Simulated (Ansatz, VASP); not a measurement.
## GeMo: VASP beside Ansatz

```
Ge Mo
1.0
     2.79179    0.00000    0.00000
    -1.39589    2.41776    0.00000
     0.00000    0.00000    5.19990
Ge Mo
1 1
Direct
  0.00000 0.00000 0.00000
  0.00000 0.00000 0.50000
```

Alike in both runs: functional PBE; k mesh 24 × 24 × 12; occupations gaussian, width 0.1 eV; no spin polarisation.

Ansatz relaxed the structure, and its values are those at the end. VASP's run is a single point on that final structure, the one shown.

|  | VASP | Ansatz |
| --- | --- | --- |
| version | VASP 6.6.1 | Ansatz 0.2.0 |
| potentials or method | VASP PAW PBE potentials, release 64 (Ge_d, Mo_sv), cutoff 520 eV | scalar-relativistic, plane waves, PAW |
| valence electrons in the cell | 28 | 28 |

```csv
,VASP,Ansatz,Ansatz less VASP
gap on the k mesh at the Fermi level (eV),none,none,-
pressure (GPa),0.2,0.0,-0.16
```

A gap of «none» marks a metal or a gap that the smearing closes. With one functional, cell and mesh, what is left measures potentials, basis and numerics.
